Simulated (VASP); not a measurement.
# Ti (P6_3/mmc) in VASP: single point with LDA

Aim: the single point of Ti with LDA.

Program: VASP 6.6.1. These are calculated values, not measurements. Logs are shortened: lines on timing, memory, paths and dates and some standing lists are left out, and cuts for length are marked.

### Step 1. The cell of the first run

The structure is hexagonal, space group P6_3/mmc (No. 194). Conventional cell: a = 2.864 Å, b = 2.864 Å, c = 4.535 Å, α = 90.00°, β = 90.00°, γ = 120.00°. Within 3.7 Å of Ti (site symmetry -6m2) lie 12 Ti at 2.81 to 2.86 Å.

### Step 2. Single point, LDA

INCAR reads:

```
SYSTEM = Ti
ALGO = Normal ; EDIFF = 1E-6
ENCUT = 500 ; GGA = CA
GGA_COMPAT = .FALSE. ; ISIF = 2
ISMEAR = -1 ; LASPH = .TRUE.
LCHARG = .FALSE. ; LREAL = .FALSE.
LWAVE = .FALSE. ; NBANDS = 32
NELM = 120 ; PREC = Accurate
SIGMA = 0.05
```

KPOINTS reads:

```
k-points
0
G
  14 9 8
  0 0 0
```

POSCAR reads:

```
Ti
1.0
   -1.4319657068      2.4802373589      0.0000000000
    0.0000000000      0.0000000000      4.5350255008
    4.2958971204      2.4802373589      0.0000000000
Ti
4
Direct
    0.5000000000      0.2500000000      0.1666666670
    0.0000000000      0.2500000000      0.6666666670
    0.0000000000      0.7500000000      0.3333333330
    0.5000000000      0.7500000000      0.8333333330
```

Potentials or basis: VASP PAW LDA potentials, release 64 (Ti_sv).

Run with:

```console
cat potpaw_LDA.64/Ti_sv/POTCAR > POTCAR
mpirun -np 1 vasp_std > vasp.out
```

OUTCAR:

```text
SYSTEM = Ti
   EDIFF = 1E-6
   ENCUT = 500
   GGA = CA
   ISIF = 2
   ISMEAR = -1
   LASPH = .TRUE.
   LREAL = .FALSE.
   NELM = 120
   PREC = Accurate

 ion  position               nearest neighbor table
   1  0.500  0.250  0.167-   3 2.81   3 2.81   3 2.81   3 2.81   4 2.81   4 2.81   2 2.86   2 2.86
                             2 2.86   2 2.86
   2  0.000  0.250  0.667-   4 2.81   4 2.81   4 2.81   4 2.81   3 2.81   3 2.81   1 2.86   1 2.86
                             1 2.86   1 2.86
   3  0.000  0.750  0.333-   1 2.81   1 2.81   1 2.81   1 2.81   2 2.81   2 2.81   4 2.86   4 2.86
                             4 2.86   4 2.86
   4  0.500  0.750  0.833-   2 2.81   2 2.81   2 2.81   2 2.81   1 2.81   1 2.81   3 2.86   3 2.86
                             3 2.86   3 2.86

  LATTYP: Found a simple orthorhombic cell.
 ALAT       =     2.8639314136
 B/A-ratio  =     1.5834965458
 C/A-ratio  =     1.7320508076

  Lattice vectors:

 A1 = (  -1.4319657068,   2.4802373589,   0.0000000000)
 A2 = (   0.0000000000,   0.0000000000,   4.5350255008)
 A3 = (   4.2958971204,   2.4802373589,   0.0000000000)

Analysis of symmetry for initial positions (statically):
=====================================================================
 Subroutine PRICEL returns following result:

  LATTYP: Found a hexagonal cell.
 ALAT       =     2.8639314136
 C/A-ratio  =     1.5834965458

  Lattice vectors:

 A1 = (   1.4319657068,   2.4802373589,   0.0000000000)
 A2 = (  -2.8639314136,   0.0000000000,   0.0000000000)
 A3 = (   0.0000000000,   0.0000000000,   4.5350255008)

   2 primitive cells build up your supercell.

 Routine SETGRP: Setting up the symmetry group for a
 simple orthorhombic supercell.

 Subroutine GETGRP returns: Found  8 space group operations
 (whereof  4 operations were pure point group operations)
 out of a pool of  8 trial point group operations.

The static configuration has the point symmetry C_2h.
 The point group associated with its full space group is D_2h.

Analysis of symmetry for dynamics (positions and initial velocities):
=====================================================================
 Subroutine PRICEL returns following result:

  LATTYP: Found a hexagonal cell.
 ALAT       =     2.8639314136
 C/A-ratio  =     1.5834965458

  Lattice vectors:

 A1 = (   1.4319657068,   2.4802373589,   0.0000000000)
 A2 = (  -2.8639314136,   0.0000000000,   0.0000000000)
 A3 = (   0.0000000000,   0.0000000000,   4.5350255008)

   2 primitive cells build up your supercell.

 Routine SETGRP: Setting up the symmetry group for a
 simple orthorhombic supercell.

 Subroutine GETGRP returns: Found  8 space group operations
 (whereof  4 operations were pure point group operations)
 out of a pool of  8 trial point group operations.

The dynamic configuration has the point symmetry C_2h.
 The point group associated with its full space group is D_2h.

 Subroutine INISYM returns: Found  8 space group operations
 (whereof  4 operations are pure point group operations),
 and found     2 'primitive' translations

----------------------------------------------------------------------------------------

                                     Primitive cell

  volume of cell :      32.2133

  direct lattice vectors                    reciprocal lattice vectors
     1.431965707  2.480237359  0.000000000     0.000000000  0.403187218  0.000000000
    -2.863931414  0.000000000  0.000000000    -0.349170373  0.201593609  0.000000000
     0.000000000  0.000000000  4.535025501     0.000000000  0.000000000  0.220505927

  length of vectors
     2.863931414  2.863931414  4.535025501     0.403187218  0.403187218  0.220505927

  position of ions in fractional coordinates (direct lattice)
     0.666666667  0.333333333  0.250000000
     0.333333333  0.666666667  0.750000000

  ion indices of the primitive-cell ions
   primitive index   ion index
                 1           1
                 2           4

----------------------------------------------------------------------------------------

 KPOINTS: k-points

Automatic generation of k-mesh.
 Grid dimensions read from file:
 generate k-points for:   14    9    8

 Generating k-lattice:

  Cartesian coordinates                     Fractional coordinates (reciprocal lattice)
    -0.012470370  0.021599315  0.000000000     0.071428571  0.000000000  0.000000000
     0.000000000  0.000000000  0.024500659     0.000000000  0.111111111  0.000000000
     0.021823148  0.012599601  0.000000000     0.000000000  0.000000000  0.125000000

  Length of vectors
     0.024940741  0.024500659  0.025199201

  Shift w.r.t. Gamma in fractional coordinates (k-lattice)
     0.000000000  0.000000000  0.000000000

 Subroutine IBZKPT returns following result:
 ===========================================

 Found    200 irreducible k-points:

 Following reciprocal coordinates:
            Coordinates               Weight
  0.000000  0.000000  0.000000      1.000000
  0.071429  0.000000  0.000000      2.000000
  0.142857  0.000000  0.000000      2.000000
  0.214286  0.000000  0.000000      2.000000
  0.285714  0.000000  0.000000      2.000000
  0.357143  0.000000  0.000000      2.000000
[... 16 lines left out ...]
  0.428571  0.222222  0.000000      4.000000
  0.500000  0.222222  0.000000      2.000000
 [... further k-points ...]
   k-points           NKPTS =    200   k-points in BZ     NKDIM =    200   number of bands    NBANDS=     32
   number of dos      NEDOS =    301   number of ions     NIONS =      4
   total plane-waves  NPLWV =  31104
   dimension x,y,z NGX =    24 NGY =   36 NGZ =   36
   dimension x,y,z NGXF=    48 NGYF=   72 NGZF=   72
   ions per type =               4
   NGX,Y,Z   is equivalent  to a cutoff of  13.93, 13.20, 12.07 a.u.
   NGXF,Y,Z  is equivalent  to a cutoff of  27.86, 26.39, 24.13 a.u.
 SYSTEM =  Ti
   PREC   = accura    normal or accurate (medium, high low for compatibility)
   ISTART =      0    job   : 0-new  1-cont  2-samecut
   ICHARG =      2    charge: 1-file 2-atom 10-const
   ISPIN  =      1    spin polarized calculation?
   LNONCOLLINEAR =      F non collinear calculations
   LSORBIT =      F    spin-orbit coupling
   LASPH  =      T    aspherical Exc in radial PAW
   ENCUT  =  500.0 eV  36.75 Ry    6.06 a.u.   5.22  8.27  9.04*2*pi/ulx,y,z
   NELM   =    120;   NELMIN=  2; NELMDL= -5     # of ELM steps
   EDIFF  = 0.1E-05   stopping-criterion for ELM
   LREAL  =      F    real-space projection
   EDIFFG = 0.1E-04   stopping-criterion for IOM
   NSW    =      0    number of steps for IOM
   IBRION =     -1    ionic relax: 0-MD 1-quasi-New 2-CG
   NFREE  =      0    steps in history (QN), initial steepest desc. (CG)
   ISIF   =      2    stress and relaxation
   ISYM   =      2    0-nonsym 1-usesym 2-fastsym
   POTIM  = 0.5000    time-step for ionic-motion
   TEBEG  =    0.0;   TEEND  =   0.0 temperature during run
   PSTRESS=    0.0 pullay stress
   NELECT =      48.0000    total number of electrons
   NUPDOWN=      -1.0000    fix difference up-down
   EMIN   =  10.00;   EMAX   =-10.00  energy-range for DOS
   EFERMI =   0.00;   METHOD = LEGACY
   ISMEAR =    -1;   SIGMA  =   0.05  broadening in eV -4-tet -1-fermi 0-gaus
   EFERMI_NEDOS =   21; number of points for ismear=-14 and -15
   IALGO  =     38    algorithm
   IMIX   =      4    mixing-type and parameters
     AMIX     =   0.40;   BMIX     =  1.00
     AMIX_MAG =   1.60;   BMIX_MAG =  1.00
  volume/ion in A,a.u.               =      16.11       108.69
  Fermi-wavevector in a.u.,A,eV,Ry     =   1.484112  2.804565 29.968040  2.202589
  Thomas-Fermi vector in A             =   2.597690
   LORBIT       =      0    0 simple, 1 ext, 2 COOP (PROOUT), +10 PAW based schemes
   GGA     = CA    functional components
   LHFCALC =     F    Hartree Fock is set to
   AEXX    =    0.0000 exact exchange contribution
   IVDW    =     0    specifies the selected vdW correction
   LEPSILON=     F    determine dielectric tensor
   LRPA    =     F    only Hartree local field effects (RPA)
 non-spin polarized calculation
  energy-cutoff  :      500.00
  volume of cell :       64.43
 maximum number of plane-waves:      1668
 NGX is ok and might be reduce to    24
   NGX = 11   NGY = 17   NGZ = 19

 number of electron      48.0000018 magnetization

 Free energy of the ion-electron system (eV)
  ---------------------------------------------------
  ext. energy  EPLUGINS =         0.00000000
  ---------------------------------------------------
  free energy    TOTEN  =       -34.21671267 eV

  energy without entropy =      -34.18346107  energy(sigma->0) =      -34.20008687

 E-fermi :   8.9183     XC(G=0): -12.1501

 val. band max:        8.9016084266   @ k =   0.2857   0.3333   0.0000
 cond. band min:       8.9192272387   @ k =   0.5000   0.3333   0.0000
 fundamental gap:      0.0176188121
 Fermi energy:         8.9183220864

 k-point     1 :       0.0000    0.0000    0.0000
  band No.  band energies     occupation
      1     -47.1355      2.00000
      2     -46.9670      2.00000
      3     -46.9398      2.00000
      4     -46.9034      2.00000
      5     -24.2110      2.00000
      6     -24.0047      2.00000
[... 24 lines left out ...]
     31      10.2519      0.00000
     32      10.6247      0.00000

 k-point     2 :       0.0714    0.0000    0.0000
  band No.  band energies     occupation
      1     -47.1302      2.00000
      2     -46.9641      2.00000
      3     -46.9376      2.00000
      4     -46.9038      2.00000
      5     -24.1999      2.00000
      6     -23.9955      2.00000
[... 24 lines left out ...]
     31      10.3286      0.00000
     32      10.5303      0.00000
[... 733 lines left out ...]
     31      11.3221      0.00000
     32      11.7708      0.00000

 k-point    24 :       0.5000    0.2222    0.0000
  band No.  band energies     occupation
      1     -46.9601      2.00000
      2     -46.9601      2.00000
      3     -46.9103      2.00000
      4     -46.9103      2.00000
      5     -23.9506      2.00000
      6     -23.9506      2.00000
[... 24 lines left out ...]
     31      11.5849      0.00000
     32      11.5849      0.00000

 [... further k-points ...]

------------------------ aborting loop because EDIFF is reached ----------------------------------------

  FORCE on cell =-STRESS in cart. coord.  units (eV):
  Direction    XX          YY          ZZ          XY          YZ          ZX
  --------------------------------------------------------------------------------------
  -------------------------------------------------------------------------------------
  Total       -0.1055657     -0.0982251     -0.1132577     -0.0063572      0.0000000      0.0000000
  in kB       -2.6252338     -2.4426841     -2.8165191     -0.1580926      0.0000000      0.0000000
  external PRESSURE =      -2.6281457 kB  Pullay stress =       0.0000000 kB

 VOLUME and BASIS-vectors are now :
 -----------------------------------------------------------------------------
  energy-cutoff  :      500.00
  volume of cell :       64.43
      direct lattice vectors                 reciprocal lattice vectors
    -1.431965707  2.480237359  0.000000000    -0.174585187  0.302390413  0.000000000
     0.000000000  0.000000000  4.535025501     0.000000000  0.000000000  0.220505927
     4.295897120  2.480237359  0.000000000     0.174585187  0.100796804  0.000000000

 POSITION                                       TOTAL-FORCE (eV/Angst)
 -----------------------------------------------------------------------------------
      0.00000      1.65349      1.13376        -0.001137     -0.000656      0.000000
      2.86393      1.65349      1.13376        -0.001137     -0.000656     -0.000000
      1.43197      0.82675      3.40127         0.001137      0.000656     -0.000000
      2.86393      3.30698      3.40127         0.001137      0.000656     -0.000000
 -----------------------------------------------------------------------------------
    total drift:                                0.000000      0.000000     -0.000000

  FREE ENERGIE OF THE ION-ELECTRON SYSTEM (eV)
  ---------------------------------------------------
  free  energy   TOTEN  =       -34.2167126731 eV

  energy  without entropy=      -34.1834610673  energy(sigma->0) =      -34.20008687
```

It took 4.7 min on 1 thread of Intel Xeon 6975P-C, shared host; peak memory 0.36 GiB.

Results:

```
Free energy            : -34.2167 eV
Pressure               : -0.3 GPa
Band gap on the k mesh : zero (band 24 reaches 9.64 eV, above the bottom of band 25 at 8.66 eV)
```

Levels at points of the mesh, in eV from the Fermi level:
| k point | band 22 | band 23 | band 24 | band 25 | band 26 | band 27 |
| --- | --- | --- | --- | --- | --- | --- |
| (0.00, 0.00, 0.00) | -0.47 | 0.44 | 0.68 | 0.78 | 0.78 | 0.92 |
| (0.50, 0.00, 0.00) | -1.42 | -1.29 | -1.29 | 0.12 | 0.12 | 0.71 |
| (0.00, 0.00, 0.50) | -0.96 | -0.49 | -0.49 | 0.74 | 0.74 | 0.98 |
| (0.50, 0.00, 0.50) | -2.06 | -0.47 | -0.47 | 0.44 | 0.44 | 0.68 |
